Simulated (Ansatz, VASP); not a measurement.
# HfSi4 in VASP and in Ansatz

```
Hf Si
1.0
     0.00000    4.75088    4.75088
     4.75088    0.00000    4.75088
     4.75088    4.75088    0.00000
Hf Si
2 8
Direct
  0.00000 0.00000 0.00000
  0.25000 0.25000 0.25000
  0.37613 0.37613 0.37613
  0.37613 0.37613 0.87162
  0.37613 0.87162 0.37613
  0.87387 0.87387 0.37838
  0.87387 0.87387 0.87387
  0.87162 0.37613 0.37613
  0.87387 0.37838 0.87387
  0.37838 0.87387 0.87387
```

Change from the starting cell: species swapped into the Ba4Rh type (Fd-3m, No. 227).

Alike in both runs: task single point; functional PBE; k mesh 4 × 4 × 4; occupations gaussian, width 0.1 eV; no spin polarisation.

|  | VASP | Ansatz |
| --- | --- | --- |
| version | VASP 6.6.1 | Ansatz 0.2.0 |
| potentials or method | VASP PAW PBE potentials, release 64 (Hf_pv, Si), cutoff 520 eV | scalar-relativistic, plane waves, PAW |
| valence electrons in the cell | 52 | 84 |

```tsv
	VASP	Ansatz	Ansatz less VASP
gap on the k mesh at the Fermi level (eV)	none	none	-
pressure (GPa)	25.4	24.7	-0.71
rms of the force components (eV/Å)	5.084	4.978	-0.1052
```

Atom by atom the forces differ by 0.105 eV/Å (rms over components). A gap of «none» marks a metal or a gap that the smearing closes. With one functional, cell and mesh, what is left measures potentials, basis and numerics. VASP's potentials hold 52 valence electrons a cell and Ansatz's 84, so a difference there can come from the potentials and not from the codes.

Spin-orbit coupling is off throughout.
